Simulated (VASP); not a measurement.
**SbAs4Au: relaxation of cell and atoms with PBE**

Crystal: SbAs4Au.

```
Sb As Au
1.0
     0.00000    3.97842    3.97842
     3.97842    0.00000    3.97842
     3.97842    3.97842    0.00000
Sb As Au
1 4 1
Direct
  0.00000 0.00000 0.00000
  0.62436 0.62436 0.12692
  0.62436 0.12692 0.62436
  0.12692 0.62436 0.62436
  0.62436 0.62436 0.62436
  0.25000 0.25000 0.25000
```

* Program: VASP 6.6.1
* Task: relaxation of cell and atoms
* Functional: PBE
* Potentials or basis: VASP PAW PBE potentials, release 64 (Sb, As, Au)
* Cutoff: 600 eV
* k mesh: 8 × 8 × 8
* Occupations: gaussian, width 0.1 eV
* Spin: no spin polarisation
* Dipole correction: no
* Further INCAR settings: ALGO = Normal; EDIFF = 1e-06; IBRION = 2; EDIFFG = -0.01; NSW = 100; ISIF = 3

```yaml
Relaxed_volume: 21.37 Å³/atom
Relaxed_cell: a = 5.660 Å, b = 5.660 Å, c = 5.660 Å, α = 60.00°, β = 60.00°, γ = 60.00°
Space_group_after_relaxing_to_0.05_Å: F-43m (No. 216)
Energy_gained_by_relaxing: 2.7 meV/atom
Ionic_steps: 10
Pressure_after_relaxing: 0.0 GPa
Band_gap_on_the_k_mesh: zero (band 18 reaches 7.22 eV, above the bottom of band 19 at 5.71 eV)
```

Step by step:
```
step  energy change (eV)  largest force (eV/Å)  pressure (GPa)  volume (Å³)
   1              0.0000                0.1100            1.00       125.94
   2             -0.0067                0.1056           -0.39       128.34
   3             -0.0070                0.1056           -0.14       127.91
   4             -0.0093                0.0944           -0.12       127.89
   5             -0.0144                0.0539            0.02       127.84
   6             -0.0134                0.0798            0.50       127.75
   7             -0.0161                0.0106            0.17       127.81
   8             -0.0162                0.0001            0.21       127.80
   9             -0.0158                0.0008           -0.33       128.87
  10             -0.0165                0.0003            0.00       128.22
```

Final structure:
```xyz
6
Lattice="0.0000 4.0022 4.0022 4.0022 0.0000 4.0022 4.0022 4.0022 0.0000" Properties=species:S:1:pos:R:3 pbc="T T T"
Sb    0.0000    0.0000    0.0000
As    3.0329    3.0329    4.9716
As    3.0329    4.9716    3.0329
As    4.9716    3.0329    3.0329
As    4.9716    4.9716    4.9716
Au    2.0011    2.0011    2.0011
```

Levels at points of the mesh, in eV from the Fermi level:
```
           k point  band 14  band 15  band 16  band 17  band 18  band 19  band 20  band 21  band 22
(0.00, 0.00, 0.00)    -2.79    -1.53    -1.53    -1.20    -0.92    -0.92    -0.92     3.39     3.39
(0.50, 0.00, 0.00)    -2.41    -1.44    -1.34    -1.34    -0.68    -0.68     0.73     1.29     2.04
(0.50, 0.50, 0.00)    -2.75    -1.77    -1.18    -0.93    -0.93    -0.55     0.38     0.91     1.99
```

It took 10 min on 1 thread of Intel(R) Xeon(R) Platinum 8259CL CPU @ 2.50GHz (Skylake/Cascade Lake), with other jobs on the host, peak memory 0.41 GiB.

Caveat: spin-orbit coupling is left out, which moves the levels of the heavy elements.
